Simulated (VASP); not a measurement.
# MgS (r.bp) (Fm-3m) in VASP: single point with PBE

Aim: the single point of MgS (r.bp) with PBE.

Program: VASP 6.6.1. These are calculated values, not measurements. Logs are shortened: lines on timing, memory, paths and dates and some standing lists are left out, and cuts for length are marked.

**1. The cell of the first run**

Symmetry: Fm-3m, No. 225, cubic system. The conventional cell has a = 5.189 Å, b = 5.189 Å, c = 5.189 Å, α = 90.00°, β = 90.00°, γ = 90.00°. Mg (site symmetry m-3m) has 6 S at 2.59 Å within 3.4 Å. Within 3.4 Å of S (site symmetry m-3m) lie 6 Mg at 2.59 Å.

**2. Single point, PBE**

INCAR reads:

```
SYSTEM = MgS
PREC = Accurate
ENCUT = 600
EDIFF = 1E-6
ISMEAR = 0
SIGMA = 0.02
LREAL = .FALSE.
LASPH = .TRUE.
NELM = 120
ALGO = Normal
ISIF = 2
LWAVE = .FALSE.
LCHARG = .FALSE.
GGA = PE
NBANDS = 11
GGA_COMPAT = .FALSE.
```

KPOINTS reads:

```
regular mesh
0
G
  8 8 8
  0 0 0
```

POSCAR reads:

```
MgS
1.0
    0.0000000000      2.5946392883      2.5946392883
    2.5946392883      0.0000000000      2.5946392883
    2.5946392883      2.5946392883      0.0000000000
Mg S
1 1
Direct
    0.0000000000      0.0000000000      0.0000000000
    0.5000000000      0.5000000000      0.5000000000
```

Potentials or basis: VASP PAW PBE potentials, release 64 (Mg, S).

Run with:

```sh
cat potpaw_PBE.64/Mg/POTCAR potpaw_PBE.64/S/POTCAR > POTCAR
mpirun -np 1 vasp_std > vasp.out
```

OUTCAR:

```text
SYSTEM = MgS
   PREC = Accurate
   ENCUT = 600
   EDIFF = 1E-6
   ISMEAR = 0
   LREAL = .FALSE.
   LASPH = .TRUE.
   NELM = 120
   ISIF = 2
   GGA = PE

 ion  position               nearest neighbor table
   1  0.000  0.000  0.000-   2 2.59   2 2.59   2 2.59   2 2.59   2 2.59   2 2.59
   2  0.500  0.500  0.500-   1 2.59   1 2.59   1 2.59   1 2.59   1 2.59   1 2.59

  LATTYP: Found a face centered cubic cell.
 ALAT       =     5.1892785766

  Lattice vectors:

 A1 = (   0.0000000000,   2.5946392883,   2.5946392883)
 A2 = (   2.5946392883,   0.0000000000,   2.5946392883)
 A3 = (   2.5946392883,   2.5946392883,   0.0000000000)

Analysis of symmetry for initial positions (statically):
=====================================================================
 Subroutine PRICEL returns:
 Original cell was already a primitive cell.

 Routine SETGRP: Setting up the symmetry group for a
 face centered cubic supercell.

 Subroutine GETGRP returns: Found 48 space group operations
[... 9 lines left out ...]

 Routine SETGRP: Setting up the symmetry group for a
 face centered cubic supercell.

 Subroutine GETGRP returns: Found 48 space group operations
[... 11 lines left out ...]
                                     Primitive cell

  volume of cell :      34.9350

  direct lattice vectors                    reciprocal lattice vectors
     0.000000000  2.594639288  2.594639288    -0.192705014  0.192705014  0.192705014
     2.594639288  0.000000000  2.594639288     0.192705014 -0.192705014  0.192705014
     2.594639288  2.594639288  0.000000000     0.192705014  0.192705014 -0.192705014

  length of vectors
     3.669374071  3.669374071  3.669374071     0.333774875  0.333774875  0.333774875

  position of ions in fractional coordinates (direct lattice)
[... 8 lines left out ...]
----------------------------------------------------------------------------------------

 KPOINTS: regular mesh

Automatic generation of k-mesh.
 Grid dimensions read from file:
 generate k-points for:    8    8    8

 Generating k-lattice:

  Cartesian coordinates                     Fractional coordinates (reciprocal lattice)
    -0.024088127  0.024088127  0.024088127     0.125000000  0.000000000  0.000000000
     0.024088127 -0.024088127  0.024088127     0.000000000  0.125000000  0.000000000
     0.024088127  0.024088127 -0.024088127     0.000000000  0.000000000  0.125000000

  Length of vectors
     0.041721859  0.041721859  0.041721859

  Shift w.r.t. Gamma in fractional coordinates (k-lattice)
     0.000000000  0.000000000  0.000000000
[... 51 lines left out ...]
   EDIFF  = 0.1E-05   stopping-criterion for ELM
   LREAL  =      F    real-space projection
   EDIFFG = 0.1E-04   stopping-criterion for IOM
   NSW    =      0    number of steps for IOM
   IBRION =     -1    ionic relax: 0-MD 1-quasi-New 2-CG
   NFREE  =      0    steps in history (QN), initial steepest desc. (CG)
   ISIF   =      2    stress and relaxation
   ISYM   =      2    0-nonsym 1-usesym 2-fastsym
   POTIM  = 0.5000    time-step for ionic-motion
   TEBEG  =    0.0;   TEEND  =   0.0 temperature during run
   PSTRESS=    0.0 pullay stress
   NELECT =       8.0000    total number of electrons
   NUPDOWN=      -1.0000    fix difference up-down
   EMIN   =  10.00;   EMAX   =-10.00  energy-range for DOS
   EFERMI =   0.00;   METHOD = LEGACY
   ISMEAR =     0;   SIGMA  =   0.02  broadening in eV -4-tet -1-fermi 0-gaus
   EFERMI_NEDOS =   21; number of points for ismear=-14 and -15
   IALGO  =     38    algorithm
   IMIX   =      4    mixing-type and parameters
     AMIX     =   0.40;   BMIX     =  1.00
     AMIX_MAG =   1.60;   BMIX_MAG =  1.00
  volume/ion in A,a.u.               =      17.47       117.88
  Fermi-wavevector in a.u.,A,eV,Ry     =   1.001577  1.892707 13.648783  1.003157
  Thomas-Fermi vector in A             =   2.134009
   LORBIT       =      0    0 simple, 1 ext, 2 COOP (PROOUT), +10 PAW based schemes
   GGA     = PE    functional components
   LHFCALC =     F    Hartree Fock is set to
   AEXX    =    0.0000 exact exchange contribution
   IVDW    =     0    specifies the selected vdW correction
   LEPSILON=     F    determine dielectric tensor
   LRPA    =     F    only Hartree local field effects (RPA)
 non-spin polarized calculation
 Gauss-broadening in eV      SIGMA  =   0.02
  energy-cutoff  :      600.00
  volume of cell :       34.94
 maximum number of plane-waves:      1211
 NGX is ok and might be reduce to    30
   NGX = 15   NGY = 15   NGZ = 15

 number of electron       7.9999999 magnetization

 Free energy of the ion-electron system (eV)
  ---------------------------------------------------
  ext. energy  EPLUGINS =         0.00000000
  ---------------------------------------------------
  free energy    TOTEN  =        -8.50008318 eV

  energy without entropy =       -8.50008318  energy(sigma->0) =       -8.50008318

 E-fermi :   3.8792     XC(G=0):  -9.7217

 val. band max:        3.7974830044   @ k =   0.0000   0.0000   0.0000
 cond. band min:       6.5905401090   @ k =   0.5000   0.5000   0.0000
 fundamental gap:      2.7930571046
 Fermi energy:         3.8791564039

 k-point     1 :       0.0000    0.0000    0.0000
  band No.  band energies     occupation
      1      -8.9154      2.00000
      2       3.7975      2.00000
      3       3.7975      2.00000
      4       3.7975      2.00000
      5       7.5721      0.00000
      6      11.7468      0.00000
      7      11.7468      0.00000
      8      11.7468      0.00000
      9      14.1559      0.00000
     10      14.1559      0.00000
     11      16.3551      0.00000
[... 309 lines left out ...]
 k-point    24 :      -0.3750    0.2500    0.1250
  band No.  band energies     occupation
      1      -7.3903      2.00000
      2      -0.5447      2.00000
      3       1.6389      2.00000
      4       2.6346      2.00000
      5       9.3886      0.00000
      6       9.9247      0.00000
      7      12.2412      0.00000
      8      13.2581      0.00000
      9      16.0996      0.00000
     10      17.1663      0.00000
     11      19.4114      0.00000

 [... further k-points ...]
[... 5 lines left out ...]
  --------------------------------------------------------------------------------------
  -------------------------------------------------------------------------------------
  Total        0.3335024      0.3335024      0.3335024     -0.0000000      0.0000000      0.0000000
  in kB       15.2949687     15.2949687     15.2949687     -0.0000000      0.0000000      0.0000000
  external PRESSURE =      15.2949687 kB  Pullay stress =       0.0000000 kB

 VOLUME and BASIS-vectors are now :
 -----------------------------------------------------------------------------
  energy-cutoff  :      600.00
  volume of cell :       34.94
      direct lattice vectors                 reciprocal lattice vectors
     0.000000000  2.594639288  2.594639288    -0.192705014  0.192705014  0.192705014
     2.594639288  0.000000000  2.594639288     0.192705014 -0.192705014  0.192705014
     2.594639288  2.594639288  0.000000000     0.192705014  0.192705014 -0.192705014

 POSITION                                       TOTAL-FORCE (eV/Angst)
 -----------------------------------------------------------------------------------
      0.00000      0.00000      0.00000        -0.000000     -0.000000      0.000000
      2.59464      2.59464      2.59464         0.000000      0.000000     -0.000000
 -----------------------------------------------------------------------------------
    total drift:                               -0.000000     -0.000000      0.000000

  FREE ENERGIE OF THE ION-ELECTRON SYSTEM (eV)
  ---------------------------------------------------
  free  energy   TOTEN  =        -8.5000831786 eV

  energy  without entropy=       -8.5000831786  energy(sigma->0) =       -8.50008318
```

stdout:

```text
POSCAR found type information on POSCAR MgS
 POSCAR found :  2 types and       2 ions
 scaLAPACK will be used
 LDA part: xc-table for (Slater+PW92), standard interpolation
 POSCAR, INCAR and KPOINTS ok, starting setup
 FFT: planning ... GRIDC
 FFT: planning ... GRID_SOFT
 FFT: planning ... GRID
 WAVECAR not read
 entering main loop
```

It took 13 s on 1 thread of Intel Xeon 6975P-C (Granite Rapids), shared host; peak memory 0.17 GiB.

What came out:

```yaml
Free_energy: -8.5001 eV
Pressure: 1.5 GPa
Band_gap_on_the_k_mesh: 2.79 eV, indirect (least direct gap 3.77 eV)
```
